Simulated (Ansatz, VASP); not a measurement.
# Cd2C: VASP beside Ansatz

```xyz
3
Lattice="4.5987 0.0000 0.0000 -2.2994 3.9826 0.0000 0.0000 0.0000 3.2531" Properties=species:S:1:pos:R:3 pbc="T T T"
Cd    0.0000    2.6551    3.2226
Cd    2.2994    1.3275    3.2226
C     0.0000    0.0000    2.8273
```

Alike in both runs: task relaxation of cell and atoms; functional PBE; k mesh 6 × 6 × 6; occupations gaussian, width 0.1 eV; no spin polarisation.

```csv
,VASP,Ansatz
version,VASP 6.6.1,Ansatz 0.2.0
potentials or method,"VASP PAW PBE potentials, release 64 (Cd, C), cutoff 600 eV","scalar-relativistic, plane waves, PAW"
valence electrons in the cell,28,44
```

```tsv
	VASP	Ansatz	Ansatz less VASP
gap on the k mesh at the Fermi level, each at its own relaxed structure (eV)	none	none	-
relaxed volume (Å³/atom)	19.07	18.94	-0.135
relaxed cell length with the largest relative difference (Å)	4.691	4.678	-0.0124
```

A gap of «none» marks a metal or a gap that the smearing closes. VASP's potentials hold 28 valence electrons a cell and Ansatz's 44, so a difference there can come from the potentials and not from the codes.
